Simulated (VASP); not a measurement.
Crystal: CdSe.

```
Cd Se
1.0
     0.00000    3.07027    3.07027
     3.07027    0.00000    3.07027
     3.07027    3.07027    0.00000
Cd Se
1 1
Direct
  0.00000 0.00000 0.00000
  0.75000 0.75000 0.75000
```

* Program: VASP 6.6.1
* Task: relaxation of cell and atoms
* Functional: PBE
* Potentials or basis: VASP PAW PBE potentials, release 64 (Cd, Se)
* Cutoff: 500 eV
* k mesh: 6 × 6 × 6
* Occupations: gaussian, width 0.01 eV
* Spin: no spin polarisation

At the start: pressure 1.6 GPa; volume 28.94 Å³/atom.

Task: How do energy, volume and symmetry change on relaxing?

Result: Over 3 steps the energy falls by 4.5 meV/atom and the volume is 29.89 Å³/atom (+3.3 %); space group F-43m (No. 216, to 0.05 Å).

The path:
| step | energy change (eV) | largest force (eV/Å) | pressure (GPa) | volume (Å³) |
| --- | --- | --- | --- | --- |
| 1 | 0.0000 | 0.0000 | 1.57 | 57.88 |
| 2 | -0.0084 | 0.0000 | -0.38 | 60.30 |
| 3 | -0.0091 | 0.0000 | 0.00 | 59.78 |

Final structure:
```
Cd Se
1.0
     0.00000    3.10348    3.10348
     3.10348    0.00000    3.10348
     3.10348    3.10348    0.00000
Cd Se
1 1
Direct
  0.00000 0.00000 0.00000
  0.75000 0.75000 0.75000
```
